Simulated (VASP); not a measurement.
Here is a VASP 6.6.1 calculation.

INCAR

```
  ALGO = Normal
  EDIFF = 1E-6
  ENCUT = 520
  GGA = CA
  ISIF = 2
  ISMEAR = -1
  LASPH = T
  LCHARG = T
  LELF = T
  LREAL = F
  LVHAR = T
  LWAVE = F
  NBANDS = 13
  NELM = 80
  PREC = Accurate
  SIGMA = 0.1
```

KPOINTS

```
k-points
0
Gamma
  11 11 11
```

POSCAR

```
Pb
1.0
    3.1452283548      0.0000000000      0.0000000000
    0.0000000000      3.1452283548      0.0000000000
    0.0000000000      0.0000000000      3.1452283548
Pb
1
Direct
    0.0000000000      0.0000000000      0.0000000000
```

Potentials or basis: VASP PAW LDA potentials, release 64 (Pb_d).

The run is started by

```bash
$ cat potpaw_LDA.64/Pb_d/POTCAR > POTCAR
$ mpirun -np 1 vasp_std > vasp.out
```

Problem. What does it give for the band gap on the k mesh?

Solution. Zero (band 7 reaches 11.67 eV, above the bottom of band 8 at 4.65 eV).

Problem. What does it give for the pressure?

Solution. 0.3 GPa.

Caveat: spin-orbit coupling is left out, which moves the levels of the heavy elements.
